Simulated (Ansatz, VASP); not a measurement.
## Two plane-wave programs on ZnCu2SnSe4

Contents of INCAR:

```
SYSTEM = ZnCu2SnSe4
PREC     = Accurate       ! precision mode
ENCUT    = 520            ! plane-wave cutoff, eV
EDIFF    = 1E-7           ! SCF threshold, eV
ISMEAR   = 0              ! smearing method
SIGMA    = 0.1            ! smearing width, eV
LREAL    = .FALSE.        ! projectors in reciprocal space
LASPH    = .TRUE.         ! aspherical terms in the spheres
NELM     = 150            ! most SCF steps
ALGO     = Normal         ! electronic algorithm
ISIF     = 2              ! what is computed and relaxed
LWAVE    = .FALSE.        ! write WAVECAR
LCHARG   = .FALSE.        ! write CHGCAR
ISPIN    = 2              ! spin polarisation
MAGMOM   = 0 1 1 0 0 0 0 0 ! initial moments
LORBIT   = 11             ! projections on sites
LMAXMIX  = 4              ! l up to which the mixer works
GGA      = PE             ! functional
NBANDS   = 50             ! bands
```

The input KPOINTS:

```
Automatic mesh
0
G
  4 4 4
  0 0 0
```

Contents of POSCAR:

```
ZnCu2SnSe4
1.0
   -2.8856370000      2.8856370000      5.7398310000
    2.8856370000     -2.8856370000      5.7398310000
    2.8856370000      2.8856370000     -5.7398310000
Zn Cu Sn Se
1 2 1 4
Direct
    0.7500000000      0.2500000000      0.5000000000
    0.2500000000      0.7500000000      0.5000000000
    0.0000000000      0.0000000000      0.0000000000
    0.5000000000      0.5000000000      0.0000000000
    0.6297540000      0.6365340000      0.5262470000
    0.1102870000      0.1035070000      0.4737530000
    0.8964930000      0.3702460000      0.0067800000
    0.3634660000      0.8897130000      0.9932200000
```

Input for Ansatz:

```yaml
crystal:
  lattice:
    - [-2.885637, 2.885637, 5.739831]
    - [2.885637, -2.885637, 5.739831]
    - [2.885637, 2.885637, -5.739831]
  atoms:
    - { symbol: Zn, position: [0.75, 0.25, 0.5] }
    - { symbol: Cu, position: [0.25, 0.75, 0.5], spin: 1.0 }
    - { symbol: Cu, position: [0.0, 0.0, 0.0], spin: 1.0 }
    - { symbol: Sn, position: [0.5, 0.5, 0.0] }
    - { symbol: Se, position: [0.629754, 0.636534, 0.526247] }
    - { symbol: Se, position: [0.110287, 0.103507, 0.473753] }
    - { symbol: Se, position: [0.896493, 0.370246, 0.00678] }
    - { symbol: Se, position: [0.363466, 0.889713, 0.99322] }
basis:
  ecutwfc: 420
kpoints:
  mp_grid: { grid: [4, 4, 4] }
hamiltonian:
  xc: pbe
scf:
  occupations: { method: gaussian, width: 0.1 }
  lower_state_search: "off"
output:
  forces: true
  stress: true
  eigenvalues: true
  populations: true
magnetization:
  spin_polarized: true
```

Alike in both runs: task single point; functional PBE; k mesh 4 × 4 × 4; occupations gaussian, width 0.1 eV; collinear spin.

|  | VASP | Ansatz |
| --- | --- | --- |
| version | VASP 6.6.1 | Ansatz 0.2.0 |
| potentials or method | VASP PAW PBE potentials, release 64 (Zn, Cu, Sn_d, Se), cutoff 520 eV | scalar-relativistic, plane waves, PAW |
| valence electrons in the cell | 72 | 128 |

Ansatz gave:

| Item | Value |
| --- | --- |
| gap on the k mesh at the Fermi level (eV) | 0.05 |
| least direct gap on the mesh (eV) | 0.05 |
| pressure (GPa) | 0.2 |
| traceless stress, the component that is largest in VASP (GPa) | 0.08 |
| rms of the force components (eV/Å) | 0.045 |
| net moment per atom (μB) | 0.00 |

Question: What did VASP give for the same quantities?

Answer: gap on the k mesh at the Fermi level (eV): 0.05; least direct gap on the mesh (eV): 0.05; pressure (GPa): 0.3; traceless stress, the component that is largest in VASP (GPa): 0.08; rms of the force components (eV/Å): 0.039; net moment per atom (μB): 0.00.

Atom by atom the forces differ by 0.007 eV/Å (rms over components). VASP's potentials hold 72 valence electrons a cell and Ansatz's 128, so a difference there can come from the potentials and not from the codes. Ansatz's warnings: seeded moment not kept.
